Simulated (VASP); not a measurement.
# Tl3Sb2Mo (R-3m) in VASP: a series of runs, part 2 of 2

VASP 6.6.1.

## 5. Single point, PBE

This run uses another cell than the first one, of 31.16 Å³/atom.

The input, INCAR:

```
SYSTEM = Tl3Sb2Mo
PREC     = Accurate       ! precision mode
ENCUT    = 520            ! plane-wave cutoff, eV
EDIFF    = 1E-7           ! SCF threshold, eV
ISMEAR   = 0              ! smearing method
SIGMA    = 0.1            ! smearing width, eV
LREAL    = .False.        ! projectors in reciprocal space
LASPH    = .True.         ! aspherical terms in the spheres
NELM     = 60             ! most SCF steps
ALGO     = Fast           ! electronic algorithm
ISIF     = 2              ! what is computed and relaxed
LWAVE    = .False.        ! write WAVECAR
LCHARG   = .False.        ! write CHGCAR
GGA      = PE             ! functional
NBANDS   = 40             ! bands
```

The input, KPOINTS:

```
regular mesh
0
Gamma
  6 6 6
  0 0 0
```

The input, POSCAR:

```
Tl3Sb2Mo
1.0
    3.0007430975      1.7324798351      5.9933599712
   -3.0007430975      1.7324798351      5.9933599712
    0.0000000000     -3.4649596702      5.9933599711
Tl Sb Mo
3 2 1
Direct
    0.5000000000      0.5000000000      0.0000000000
    0.0000000000      0.5000000000      0.5000000000
    0.5000000000      0.0000000000      0.5000000000
    0.8520416735      0.8520416735      0.8520416735
    0.1479583265      0.1479583265      0.1479583265
    0.0000000000      0.0000000000      0.0000000000
```

The run is started by

```sh
$ cat potpaw_PBE.64/Tl_d/POTCAR potpaw_PBE.64/Sb/POTCAR potpaw_PBE.64/Mo_sv/POTCAR > POTCAR
$ mpirun -np 1 vasp_std > vasp.out
```

It took 4.3 min on 1 thread of Intel Xeon 6975P-C (Granite Rapids), shared host; peak memory 0.52 GiB.

Results (log left out):

```
Free energy            : -22.8117 eV
Pressure               : 0.0 GPa
Largest force          : 0.007 eV/Å
Band gap on the k mesh : zero (an odd number of electrons rules out a gap without spin polarisation)
```

Forces in eV/Å, atoms in the order of the input:
```
Tl   0.000  0.000  0.000
Tl   0.000  0.000  0.000
Tl   0.000  0.000  0.000
Sb   0.000  0.000  0.007
Sb   0.000  0.000 -0.007
Mo   0.000  0.000  0.000
```

Stress tensor (GPa, compression positive):
```
-0.01  0.00  0.00
 0.00 -0.01  0.00
 0.00  0.00 -0.10
```

Levels at points of the mesh, in eV from the Fermi level:
```tsv
k point	band 27	band 28	band 29	band 30	band 31	band 32	band 33	band 34	band 35	band 36
(0.00, 0.00, 0.00)	-2.31	-2.24	-2.19	-1.53	-1.53	0.46	0.46	0.68	0.68	1.16
(0.50, 0.00, 0.00)	-2.48	-1.59	-1.33	-1.31	-1.28	0.33	0.69	1.04	1.48	1.97
(0.50, 0.50, 0.00)	-1.61	-1.54	-1.32	-1.21	-0.59	0.46	0.86	0.97	1.89	1.93
(0.50, 0.50, 0.50)	-2.63	-2.08	-1.19	-1.19	-0.32	0.03	0.03	0.41	1.01	1.01
```

Caveat: spin-orbit coupling is left out, which moves the levels of the heavy elements.

## 6. Relaxation of cell and atoms, PBE

This run uses another cell than the first one, of 31.31 Å³/atom.

The input, INCAR:

```
SYSTEM = Tl3Sb2Mo
  PREC = Accurate
  ENCUT = 600
  EDIFF = 1E-6
  ISMEAR = 0
  SIGMA = 0.1
  LREAL = .FALSE.
  LASPH = .TRUE.
  NELM = 80
  ALGO = Fast
  ISIF = 3
  LWAVE = .FALSE.
  LCHARG = .FALSE.
  GGA = PE
  IBRION = 2
  NSW = 100
  EDIFFG = -0.01
```

The input, KPOINTS:

```
regular mesh
0
G
  6 6 6
  0 0 0
```

The input, POSCAR:

```
Tl3Sb2Mo
1.0
    3.0352495645      1.7524021531      5.8870214379
   -3.0352495645      1.7524021531      5.8870214379
    0.0000000000     -3.5048043063      5.8870214379
Tl Sb Mo
3 2 1
Direct
    0.5000000000      0.5000000000      0.0000000000
    0.0000000000      0.5000000000      0.5000000000
    0.5000000000      0.0000000000      0.5000000000
    0.8504785499      0.8504785499      0.8504785499
    0.1495214501      0.1495214501      0.1495214501
    0.0000000000      0.0000000000      0.0000000000
```

Potentials or basis: VASP PAW PBE potentials, release 64 (Tl_d, Sb, Mo_sv).

The run is started by

```sh
$ cat potpaw_PBE.64/Tl_d/POTCAR potpaw_PBE.64/Sb/POTCAR potpaw_PBE.64/Mo_sv/POTCAR > POTCAR
$ mpirun -np 1 vasp_std > vasp.out
```

OUTCAR:

```text
SYSTEM = Tl3Sb2Mo
   PREC = Accurate
   ENCUT = 600
   EDIFF = 1E-6
   ISMEAR = 0
   LREAL = .FALSE.
   LASPH = .TRUE.
   NELM = 80
   ISIF = 3
   GGA = PE
   IBRION = 2
   NSW = 100
   EDIFFG = -0.01

 ion  position               nearest neighbor table
   1  0.500  0.500  0.000-   6 3.04   6 3.04   3 3.04   2 3.04   2 3.04   3 3.04   5 3.69   4 3.69

   2  0.000  0.500  0.500-   3 3.04   3 3.04   1 3.04   6 3.04   1 3.04   6 3.04   5 3.69   4 3.69

   3  0.500  0.000  0.500-   2 3.04   2 3.04   1 3.04   1 3.04   6 3.04   6 3.04   5 3.69   4 3.69

   4  0.850  0.850  0.850-   6 2.64   5 3.56   5 3.56   5 3.56   1 3.69   2 3.69   3 3.69
   5  0.150  0.150  0.150-   6 2.64   4 3.56   4 3.56   4 3.56   1 3.69   3 3.69   2 3.69
   6  0.000  0.000  0.000-   4 2.64   5 2.64   1 3.04   1 3.04   2 3.04   2 3.04   3 3.04   3 3.04

  LATTYP: Found a trigonal (rhomboedric) cell.
 ALAT       =     6.8513264873
[... 395 lines left out ...]

 Free energy of the ion-electron system (eV)
  ---------------------------------------------------
  ext. energy  EPLUGINS =         0.00000000
  ---------------------------------------------------
  free energy    TOTEN  =       -22.81164572 eV

  energy without entropy =      -22.78641295  energy(sigma->0) =      -22.79902934

 E-fermi :   5.7613     XC(G=0):  -9.4136

 val. band max:        5.7538986191   @ k =   0.5000   0.5000   0.1667
 cond. band min:       5.7749087610   @ k =   0.3333   0.1667   0.0000
 fundamental gap:      0.0210101419
 Fermi energy:         5.7612678902

 k-point     1 :       0.0000    0.0000    0.0000
  band No.  band energies     occupation
      1     -55.1229      2.00000
      2     -29.2539      2.00000
      3     -29.2539      2.00000
      4     -29.1848      2.00000
      5      -7.1192      2.00000
      6      -6.7148      2.00000
[... 949 lines left out ...]
     36       7.7894      0.00000
     37       7.8913      0.00000

 [... further k-points ...]
[... 5 lines left out ...]
  --------------------------------------------------------------------------------------
  -------------------------------------------------------------------------------------
  Total        0.0261854      0.0261854      0.0117040      0.0000000     -0.0000000      0.0000000
  in kB        0.2247398      0.2247398      0.1004508      0.0000000     -0.0000000      0.0000000
  external PRESSURE =       0.1833101 kB  Pullay stress =       0.0000000 kB
[... 21 lines left out ...]
  FREE ENERGIE OF THE ION-ELECTRON SYSTEM (eV)
  ---------------------------------------------------
  free  energy   TOTEN  =       -22.8116457244 eV

  energy  without entropy=      -22.7864129528  energy(sigma->0) =      -22.79902934

 reached required accuracy - stopping structural energy minimisation
```

OSZICAR:

```text
N       E                     dE             d eps       ncg     rms          rms(c)
DAV:   1     0.493054669417E+03    0.49305E+03   -0.32355E+04  2376   0.170E+03
DAV:   2     0.208651228864E+01   -0.49097E+03   -0.47883E+03  2580   0.388E+02
DAV:   3    -0.228625686838E+02   -0.24949E+02   -0.23783E+02  2823   0.715E+01
[... 95 lines left out ...]
RMM:   4    -0.228118180526E+02    0.13158E-02   -0.17915E-03  2384   0.217E-01    0.828E-02
RMM:   5    -0.228116380573E+02    0.18000E-03   -0.83130E-04  2417   0.144E-01    0.263E-02
RMM:   6    -0.228116486827E+02   -0.10625E-04   -0.18741E-04  2484   0.600E-02    0.190E-02
RMM:   7    -0.228116448415E+02    0.38412E-05   -0.33804E-05  2382   0.279E-02    0.541E-03
RMM:   8    -0.228116457244E+02   -0.88289E-06   -0.90038E-06  1939   0.126E-02
  10 F= -.22811646E+02 E0= -.22799029E+02  d E =-.171937E-02
```

CONTCAR:

```text
Tl3Sb2Mo
   1.00000000000000
     3.0019050326385934    1.7331506786532780    5.9800520322171016
    -3.0019050326385934    1.7331506786532780    5.9800520322171016
    -0.0000000000000000   -3.4663013574070258    5.9800520322175670
  Tl              Sb              Mo
     3     2     1
Direct
     0.5000000000000000    0.5000000000000000    0.0000000000000000
     0.0000000000000000    0.5000000000000000    0.5000000000000000
     0.5000000000000000    0.0000000000000000    0.5000000000000000
     0.8518214213930690    0.8518214213930690    0.8518214213930690
     0.1481785786069383    0.1481785786069383    0.1481785786069383
     0.0000000000000000    0.0000000000000000    0.0000000000000000

  0.00000000E+00  0.00000000E+00  0.00000000E+00
  0.00000000E+00  0.00000000E+00  0.00000000E+00
  0.00000000E+00  0.00000000E+00  0.00000000E+00
  0.00000000E+00  0.00000000E+00  0.00000000E+00
  0.00000000E+00  0.00000000E+00  0.00000000E+00
  0.00000000E+00  0.00000000E+00  0.00000000E+00
```

Run time: 22 min. Hardware: 1 thread of Intel Xeon 6975P-C (Granite Rapids), shared host; peak memory 0.61 GiB.

Results:

```
Free energy                           : -22.8116 eV
Relaxed volume                        : 31.11 Å³/atom
Relaxed cell                          : a = 6.912 Å, b = 6.912 Å, c = 6.912 Å, α = 51.48°, β = 51.48°, γ = 51.48°
Space group after relaxing (to 0.1 Å) : R-3m (No. 166)
Energy gained by relaxing             : 2.2 meV/atom
Ionic steps                           : 10
Pressure after relaxing               : 0.0 GPa
Band gap on the k mesh                : zero (an odd number of electrons rules out a gap without spin polarisation)
```

The path:
```tsv
step	energy change (eV)	largest force (eV/Å)	pressure (GPa)	volume (Å³)
1	0.0000	0.0585	-0.40	187.88
2	-0.0101	0.0347	0.01	185.75
3	-0.0104	0.0520	0.10	185.33
4	-0.0104	0.0498	0.10	185.38
5	-0.0110	0.0699	0.00	185.81
6	-0.0112	0.1056	-0.17	186.58
7	-0.0112	0.0951	-0.12	186.34
8	-0.0115	0.0851	-0.10	186.37
9	-0.0123	0.0571	-0.06	186.47
10	-0.0129	0.0015	0.02	186.68
```

Final structure:
```yaml
crystal:
  lattice:
    - [3.00191, 1.73315, 5.98005]
    - [-3.00191, 1.73315, 5.98005]
    - [0.00000, -3.46630, 5.98005]
  atoms:
    - { symbol: Tl, position: [0.50000, 0.50000, 0.00000] }
    - { symbol: Tl, position: [0.00000, 0.50000, 0.50000] }
    - { symbol: Tl, position: [0.50000, 0.00000, 0.50000] }
    - { symbol: Sb, position: [0.85182, 0.85182, 0.85182] }
    - { symbol: Sb, position: [0.14818, 0.14818, 0.14818] }
    - { symbol: Mo, position: [0.00000, 0.00000, 0.00000] }
```

Levels at points of the mesh, in eV from the Fermi level:
```tsv
k point	band 29	band 30	band 31	band 32	band 33	band 34
(0.00, 0.00, 0.00)	-2.18	-1.53	-1.53	0.47	0.47	0.66
(0.50, 0.00, 0.00)	-1.33	-1.31	-1.27	0.33	0.69	1.03
(0.50, 0.50, 0.00)	-1.32	-1.21	-0.59	0.46	0.86	0.96
(0.50, 0.50, 0.50)	-1.19	-1.19	-0.32	0.03	0.03	0.43
```

Caveat: spin-orbit coupling is left out, which moves the levels of the heavy elements.

## 7. Summary

```tsv
task	cell	k mesh	cutoff (eV)	gap on the mesh (eV)	pressure (GPa)	relaxed volume (Å³/atom)	largest force (eV/Å)
single point	a = 6.318 Å, angles 61.9°, 6 atoms, atomic positions A	3 × 3 × 3	520	none	-0.4	-	2.07
single point	a = 6.851 Å, angles 52.6°, 6 atoms, atomic positions B	3 × 3 × 3	520	none	0.1	-	0.03
relaxation of cell and atoms	relaxed from a = 6.318 Å, angles 61.9°, 6 atoms, atomic positions A	3 × 3 × 3	600	none	-0.1	31.81	0.04
single point	a = 6.923 Å, angles 51.4°, 6 atoms, atomic positions C	6 × 6 × 6	520	none	0.0	-	0.01
relaxation of cell and atoms	relaxed from a = 6.851 Å, angles 52.6°, 6 atoms, atomic positions B	6 × 6 × 6	600	none	0.0	31.11	-
```

Alike in all rows: level PBE; potentials or basis VASP PAW PBE potentials, release 64 (Tl_d, Sb, Mo_sv); no spin polarisation; smearing gaussian 0.1 eV.

Caveats: some runs use coarse meshes; spin-orbit coupling is left out, which moves the levels of the heavy elements; forces of over 1 eV/Å act on the atoms, so gaps and moduli don't describe the material at rest (at least some runs).

Total energies depend on the potentials used, so only differences within one code and one set of settings carry meaning.

The gap in the log of VASP goes by the Fermi energy; the results here count the filled bands.